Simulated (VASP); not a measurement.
A run of VASP 6.6.1 is set up as follows.

Contents of INCAR:

```
SYSTEM = SiC
  PREC = Accurate
  ENCUT = 520
  EDIFF = 1E-6
  ISMEAR = -1
  SIGMA = 0.02
  LREAL = .False.
  LASPH = .True.
  NELM = 80
  ALGO = Normal
  ISIF = 2
  LWAVE = .False.
  LCHARG = .False.
  GGA = PE
  NBANDS = 36
```

The input KPOINTS:

```
Automatic mesh
0
Gamma
  16 16 3
  0 0 0
```

POSCAR

```
SiC
1.0
    1.5690821724     -2.7198172038      0.0000000000
    1.5690821724      2.7198172038      0.0000000000
    0.0000000000      0.0000000000     15.4184831394
Si C
6 6
Direct
    0.1666621203      0.8333378797      0.8577216708
    0.8333378797      0.1666621203      0.3577216708
    0.5001149745      0.4998850255      0.5245068537
    0.4998850255      0.5001149745      0.0245068537
    0.8334421551      0.1665578449      0.6912250794
    0.1665578449      0.8334421551      0.1912250794
    0.5001801525      0.4998198475      0.6498133106
    0.4998198475      0.5001801525      0.1498133106
    0.1666200557      0.8333799443      0.9826819003
    0.8333799443      0.1666200557      0.4826819003
    0.8333970490      0.1666029510      0.8161911851
    0.1666029510      0.8333970490      0.3161911851
```

Potentials or basis: VASP PAW PBE potentials, release 64 (Si, C).

Command:

```sh
$ cat potpaw_PBE.64/Si/POTCAR potpaw_PBE.64/C/POTCAR > POTCAR
$ mpirun -np 1 vasp_std > vasp.out
```

**Question.** Estimate the largest force.

**Answer.** 0.019 eV/Å.

**Question.** What does it give for the band gap on the k mesh?

**Answer.** 2.02 eV (least direct gap 3.12 eV).

Forces on the atoms (eV/Å):
```
Si   0.000 -0.001  0.000
Si   0.000  0.001  0.000
Si   0.000  0.001 -0.019
Si   0.000 -0.001 -0.019
Si   0.000 -0.001  0.003
Si   0.000  0.001  0.003
C    0.000  0.001  0.011
C    0.000 -0.001  0.011
C    0.000  0.001  0.002
C    0.000 -0.001  0.002
C    0.000  0.001  0.002
C    0.000 -0.001  0.002
```

Caveat: the cell stands under tension; an odd mesh through Γ misses points on the zone boundary, where band edges can lie.
